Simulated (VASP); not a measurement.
# GaN (I-4m2) in VASP: notebook

The runs below take GaN through single point, with r2SCAN.

Everything below comes from runs of VASP 6.6.1. Logs are shortened: lines on timing, memory, paths and dates and some standing lists are left out, and cuts for length are marked.

**1. The cell of the first run**

It takes space group I-4m2 (No. 119, tetragonal). The conventional cell has a = 3.180 Å, b = 3.180 Å, c = 4.363 Å, α = 90.00°, β = 90.00°, γ = 90.00°. Within 2.6 Å of Ga (site symmetry -4m2) lie 4 N at 1.93 Å. N (site symmetry -4m2) has 4 Ga at 1.93 Å within 2.6 Å.

**2. Single point, r2SCAN (strain -0.0300 x Voigt [0, 0, 1, 0, 0, 0])**

File POSCAR:

```
GaN
1.0
    0.0000000000      2.2489367673      2.1814686643
    2.2489367673      0.0000000000      2.1814686643
    2.2489367673      2.2489367673      0.0000000000
Ga N
1 1
Direct
    0.0000000000      0.0000000000      0.0000000000
    0.7500000000      0.7500000000      0.7500000000
```

File INCAR.step1:

```
SYSTEM = GaN
  ALGO = Normal
  EDIFF = 1E-5
  ENCUT = 910
  GGA = PE
  GGA_COMPAT = .False.
  ISMEAR = 0
  LASPH = .True.
  LCHARG = .False.
  LREAL = .False.
  LWAVE = .True.
  NBANDS = 16
  NELM = 120
  PREC = Accurate
  SIGMA = 0.05
```

File INCAR.step2:

```
SYSTEM = GaN
  ALGO = Normal
  EDIFF = 1E-6
  ENCUT = 910
  GGA_COMPAT = .False.
  ISIF = 2
  ISMEAR = 0
  ISTART = 1
  LASPH = .True.
  LCHARG = .False.
  LMIXTAU = .True.
  LREAL = .False.
  LWAVE = .False.
  METAGGA = R2SCAN
  NBANDS = 16
  NELM = 120
  PREC = Accurate
  SIGMA = 0.05
```

File KPOINTS:

```
k-points
0
Gamma
  10 10 10
  0 0 0
```

Potentials or basis: VASP PAW PBE potentials, release 64 (Ga_d, N_h).

On the command line:

```console
> cat potpaw_PBE.64/Ga_d/POTCAR potpaw_PBE.64/N_h/POTCAR > POTCAR
> cp INCAR.step1 INCAR
> mpirun -np 1 vasp_std > vasp.out
> cp INCAR.step2 INCAR
> mpirun -np 1 vasp_std > vasp.out
```

OUTCAR:

```text
SYSTEM = GaN
   EDIFF = 1E-6
   ENCUT = 910
   ISIF = 2
   ISMEAR = 0
   ISTART = 1
   LASPH = .True.
   LREAL = .False.
   METAGGA = R2SCAN
   NELM = 120
   PREC = Accurate

 ion  position               nearest neighbor table
   1  0.000  0.000  0.000-   2 1.93   2 1.93   2 1.93   2 1.93
   2  0.750  0.750  0.750-   1 1.93   1 1.93   1 1.93   1 1.93

  LATTYP: Found a body centered tetragonal cell.
 ALAT       =     3.1804768772
 C/A-ratio  =     1.3717871555

  Lattice vectors:

 A1 = (   0.0000000000,  -2.2489367673,  -2.1814686643)
 A2 = (   0.0000000000,   2.2489367673,  -2.1814686643)
 A3 = (   2.2489367673,   0.0000000000,   2.1814686643)

Analysis of symmetry for initial positions (statically):
=====================================================================
 Subroutine PRICEL returns:
 Original cell was already a primitive cell.

 Routine SETGRP: Setting up the symmetry group for a
 body centered tetragonal supercell.

 Subroutine GETGRP returns: Found  8 space group operations
 (whereof  8 operations were pure point group operations)
 out of a pool of 16 trial point group operations.

The static configuration has the point symmetry D_2d.

Analysis of symmetry for dynamics (positions and initial velocities):
=====================================================================
 Subroutine PRICEL returns:
 Original cell was already a primitive cell.

 Routine SETGRP: Setting up the symmetry group for a
 body centered tetragonal supercell.

 Subroutine GETGRP returns: Found  8 space group operations
 (whereof  8 operations were pure point group operations)
 out of a pool of 16 trial point group operations.

The dynamic configuration has the point symmetry D_2d.

 Subroutine INISYM returns: Found  8 space group operations
 (whereof  8 operations are pure point group operations),
 and found     1 'primitive' translations

----------------------------------------------------------------------------------------

                                     Primitive cell

  volume of cell :      22.0665

  direct lattice vectors                    reciprocal lattice vectors
     0.000000000  2.248936767  2.181468664    -0.222327283  0.222327283  0.229203384
     2.248936767  0.000000000  2.181468664     0.222327283 -0.222327283  0.229203384
     2.248936767  2.248936767  0.000000000     0.222327283  0.222327283 -0.229203384

  length of vectors
     3.133132955  3.133132955  3.180476877     0.389092576  0.389092576  0.389092576

  position of ions in fractional coordinates (direct lattice)
     0.000000000  0.000000000  0.000000000
     0.750000000  0.750000000  0.750000000

  ion indices of the primitive-cell ions
   primitive index   ion index
                 1           1
                 2           2

----------------------------------------------------------------------------------------

 KPOINTS: k-points

Automatic generation of k-mesh.
 Grid dimensions read from file:
 generate k-points for:   10   10   10

 Generating k-lattice:

  Cartesian coordinates                     Fractional coordinates (reciprocal lattice)
    -0.022232728  0.022232728  0.022920338     0.100000000  0.000000000  0.000000000
     0.022232728 -0.022232728  0.022920338     0.000000000  0.100000000  0.000000000
     0.022232728  0.022232728 -0.022920338     0.000000000  0.000000000  0.100000000

  Length of vectors
     0.038909258  0.038909258  0.038909258

  Shift w.r.t. Gamma in fractional coordinates (k-lattice)
     0.000000000  0.000000000  0.000000000

 Subroutine IBZKPT returns following result:
 ===========================================

 Found    102 irreducible k-points:

 Following reciprocal coordinates:
            Coordinates               Weight
  0.000000  0.000000  0.000000      1.000000
  0.100000  0.000000  0.000000      8.000000
  0.200000  0.000000  0.000000      8.000000
  0.300000 -0.000000  0.000000      8.000000
  0.400000  0.000000  0.000000      8.000000
  0.500000  0.000000  0.000000      4.000000
[... 16 lines left out ...]
  0.300000  0.300000  0.000000      2.000000
  0.400000  0.300000  0.000000      8.000000
 [... further k-points ...]
   k-points           NKPTS =    102   k-points in BZ     NKDIM =    102   number of bands    NBANDS=     16
   number of dos      NEDOS =    301   number of ions     NIONS =      2
   total plane-waves  NPLWV =  32768
   dimension x,y,z NGX =    32 NGY =   32 NGZ =   32
   dimension x,y,z NGXF=    64 NGYF=   64 NGZF=   64
   ions per type =               1   1
   NGX,Y,Z   is equivalent  to a cutoff of  16.98, 16.98, 16.73 a.u.
   NGXF,Y,Z  is equivalent  to a cutoff of  33.96, 33.96, 33.45 a.u.
 SYSTEM =  GaN
   PREC   = accura    normal or accurate (medium, high low for compatibility)
   ISTART =      1    job   : 0-new  1-cont  2-samecut
   ICHARG =      0    charge: 1-file 2-atom 10-const
   ISPIN  =      1    spin polarized calculation?
   LNONCOLLINEAR =      F non collinear calculations
   LSORBIT =      F    spin-orbit coupling
   LASPH  =      T    aspherical Exc in radial PAW
   ENCUT  =  910.0 eV  66.88 Ry    8.18 a.u.   7.71  7.71  7.82*2*pi/ulx,y,z
   NELM   =    120;   NELMIN=  2; NELMDL=  0     # of ELM steps
   EDIFF  = 0.1E-05   stopping-criterion for ELM
   LREAL  =      F    real-space projection
   EDIFFG = 0.1E-04   stopping-criterion for IOM
   NSW    =      0    number of steps for IOM
   IBRION =     -1    ionic relax: 0-MD 1-quasi-New 2-CG
   NFREE  =      0    steps in history (QN), initial steepest desc. (CG)
   ISIF   =      2    stress and relaxation
   ISYM   =      2    0-nonsym 1-usesym 2-fastsym
   POTIM  = 0.5000    time-step for ionic-motion
   TEBEG  =    0.0;   TEEND  =   0.0 temperature during run
   PSTRESS=    0.0 pullay stress
   NELECT =      18.0000    total number of electrons
   NUPDOWN=      -1.0000    fix difference up-down
   EMIN   =  10.00;   EMAX   =-10.00  energy-range for DOS
   EFERMI =   0.00;   METHOD = LEGACY
   ISMEAR =     0;   SIGMA  =   0.05  broadening in eV -4-tet -1-fermi 0-gaus
   EFERMI_NEDOS =   21; number of points for ismear=-14 and -15
   IALGO  =     38    algorithm
   IMIX   =      4    mixing-type and parameters
     AMIX     =   0.40;   BMIX     =  1.00
     AMIX_MAG =   1.60;   BMIX_MAG =  1.00
  volume/ion in A,a.u.               =      11.03        74.46
  Fermi-wavevector in a.u.,A,eV,Ry     =   1.529635  2.890591 31.834688  2.339784
  Thomas-Fermi vector in A             =   2.637229
   LORBIT       =      0    0 simple, 1 ext, 2 COOP (PROOUT), +10 PAW based schemes
   METAGGA = R2SCAN    functional components
   LHFCALC =     F    Hartree Fock is set to
   AEXX    =    0.0000 exact exchange contribution
   IVDW    =     0    specifies the selected vdW correction
   LEPSILON=     F    determine dielectric tensor
   LRPA    =     F    only Hartree local field effects (RPA)
 non-spin polarized calculation
 Gauss-broadening in eV      SIGMA  =   0.05
  energy-cutoff  :      910.00
  volume of cell :       22.07
 maximum number of plane-waves:      1395
   NGX = 15   NGY = 15   NGZ = 15

 number of electron      17.9999999 magnetization

 Free energy of the ion-electron system (eV)
  ---------------------------------------------------
  ext. energy  EPLUGINS =         0.00000000
  ---------------------------------------------------
  free energy    TOTEN  =       -21.87259573 eV

  energy without entropy =      -21.87259573  energy(sigma->0) =      -21.87259573

 E-fermi :   6.1458     XC(G=0): -12.8451

 val. band max:        5.8190339178   @ k =   0.0000   0.0000   0.0000
 cond. band min:       8.0867332717   @ k =   0.0000   0.0000   0.0000
 fundamental gap:      2.2676993539
 Fermi energy:         6.1458285824

 k-point     1 :       0.0000    0.0000    0.0000
  band No.  band energies     occupation
      1     -11.3254      2.00000
      2      -8.1481      2.00000
      3      -8.1481      2.00000
      4      -8.1153      2.00000
      5      -7.7479      2.00000
      6      -7.7448      2.00000
[... 8 lines left out ...]
     15      25.4029      0.00000
     16      25.4029      0.00000

 k-point     2 :       0.1000    0.0000    0.0000
  band No.  band energies     occupation
      1     -11.2067      2.00000
      2      -8.1323      2.00000
      3      -8.1202      2.00000
      4      -8.0892      2.00000
      5      -7.7484      2.00000
      6      -7.7469      2.00000
[... 8 lines left out ...]
     15      24.1155      0.00000
     16      24.9814      0.00000

 k-point     3 :       0.2000    0.0000    0.0000
  band No.  band energies     occupation
      1     -10.8996      2.00000
      2      -8.0956      2.00000
      3      -8.0744      2.00000
      4      -7.9415      2.00000
      5      -7.7475      2.00000
      6      -7.7445      2.00000
[... 8 lines left out ...]
     15      23.3121      0.00000
     16      23.9556      0.00000

 k-point     4 :       0.3000   -0.0000    0.0000
  band No.  band energies     occupation
      1     -10.5474      2.00000
      2      -8.0622      2.00000
      3      -8.0383      2.00000
      4      -7.7400      2.00000
      5      -7.7263      2.00000
      6      -7.5620      2.00000
[... 8 lines left out ...]
     15      24.0745      0.00000
     16      24.2248      0.00000
[... 324 lines left out ...]
 k-point    22 :      -0.2000    0.2000    0.0000
  band No.  band energies     occupation
      1     -10.4449      2.00000
      2      -8.0260      2.00000
      3      -8.0154      2.00000
      4      -7.7695      2.00000
      5      -7.7665      2.00000
      6      -7.4085      2.00000
[... 8 lines left out ...]
     15      24.2283      0.00000
     16      28.0648      0.00000

 k-point    23 :       0.3000    0.3000    0.0000
  band No.  band energies     occupation
      1     -10.3120      2.00000
      2      -7.9677      2.00000
      3      -7.9250      2.00000
      4      -7.9250      2.00000
      5      -7.6834      2.00000
      6      -7.3219      2.00000
[... 8 lines left out ...]
     15      28.4747      0.00000
     16      29.6471      0.00000

 k-point    24 :       0.4000    0.3000    0.0000
  band No.  band energies     occupation
      1     -10.1509      2.00000
      2      -7.9851      2.00000
      3      -7.8826      2.00000
      4      -7.8787      2.00000
      5      -7.6704      2.00000
      6      -6.8821      2.00000
[... 8 lines left out ...]
     15      29.1639      0.00000
     16      29.5723      0.00000

 [... further k-points ...]

------------------------ aborting loop because EDIFF is reached ----------------------------------------

  FORCE on cell =-STRESS in cart. coord.  units (eV):
  Direction    XX          YY          ZZ          XY          YZ          ZX
  --------------------------------------------------------------------------------------
  -------------------------------------------------------------------------------------
  Total        0.8547839      0.8547839      1.3467584      0.0000000     -0.0000000     -0.0000000
  in kB       62.0631011     62.0631011     97.7837799      0.0000000     -0.0000000     -0.0000000
  external PRESSURE =      73.9699940 kB  Pullay stress =       0.0000000 kB

 VOLUME and BASIS-vectors are now :
 -----------------------------------------------------------------------------
  energy-cutoff  :      910.00
  volume of cell :       22.07
      direct lattice vectors                 reciprocal lattice vectors
     0.000000000  2.248936767  2.181468664    -0.222327283  0.222327283  0.229203384
     2.248936767  0.000000000  2.181468664     0.222327283 -0.222327283  0.229203384
     2.248936767  2.248936767  0.000000000     0.222327283  0.222327283 -0.229203384

 POSITION                                       TOTAL-FORCE (eV/Angst)
 -----------------------------------------------------------------------------------
      0.00000      0.00000      0.00000        -0.000000     -0.000000     -0.000000
      3.37341      3.37341      3.27220         0.000000      0.000000      0.000000
 -----------------------------------------------------------------------------------
    total drift:                                0.000000      0.000000      0.000001

  FREE ENERGIE OF THE ION-ELECTRON SYSTEM (eV)
  ---------------------------------------------------
  free  energy   TOTEN  =       -21.8725957313 eV

  energy  without entropy=      -21.8725957313  energy(sigma->0) =      -21.87259573
```

Wall time 91 s (1 thread of Intel Xeon 6975P-C (Granite Rapids), shared host); peak memory 0.24 GiB.

What came out:

* Free energy: -21.8726 eV
* Pressure: 7.4 GPa
* Band gap on the k mesh: 2.27 eV

Stress tensor (GPa, compression positive):
```
6.21 0.00 0.00
0.00 6.21 0.00
0.00 0.00 9.78
```

Caveat: the cell differs from its parent crystal (strain -0.0300 x Voigt [0, 0, 1, 0, 0, 0]); the cutoff is under 1.25 times the usual one of these potentials, so pressure, stress and relaxed cells hold a basis-set (Pulay) error; the cell stands under pressure; the PAW data sets were made with another functional, which shifts forces and pressure a little.

[end of part 1 of 2]
